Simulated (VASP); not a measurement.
Wanted: the native input for a VASP 6.6.1 run.

```
Task                   : single point
Functional             : LDA
Potentials or basis    : VASP PAW LDA potentials, release 64 (Y_sv)
Cutoff                 : 520 eV
k mesh                 : 13 × 13 × 13
Occupations            : fermi-dirac, width 0.1 eV
Spin                   : no spin polarisation
Dipole correction      : no
Further INCAR settings : ALGO = Normal; EDIFF = 1e-06; NBANDS = 12
```

The structure of Y lies in POSCAR:

```
Y
1.0
    0.0000000000      2.4201397502      2.4201397502
    2.4201397502      0.0000000000      2.4201397502
    2.4201397502      2.4201397502      0.0000000000
Y
1
Direct
    0.0000000000      0.0000000000      0.0000000000
```

This isn't the form of Y at room conditions, which is hcp.

These files were run (other wordings do the same):

INCAR

```
SYSTEM = Y
PREC = Accurate
ENCUT = 520
EDIFF = 1E-6
ISMEAR = -1
SIGMA = 0.1
LREAL = .FALSE.
LASPH = .TRUE.
NELM = 100
ALGO = Normal
ISIF = 2
LWAVE = .FALSE.
LCHARG = .FALSE.
NBANDS = 12
```

KPOINTS

```
Automatic mesh
0
G
  13 13 13
  0 0 0
```

Potentials or basis: VASP PAW LDA potentials, release 64 (Y_sv).

Launch:

```bash
$ cat potpaw_LDA.64/Y_sv/POTCAR > POTCAR
$ mpirun -np 1 vasp_std > vasp.out
```

It gave:

| Property | Result |
| --- | --- |
| Pressure | 1.7 GPa |
| Band gap on the k mesh | zero (an odd number of electrons rules out a gap without spin polarisation) |

It took 46 s on 1 thread of AMD EPYC 7R13, with other jobs on the host, peak memory 0.15 GiB.
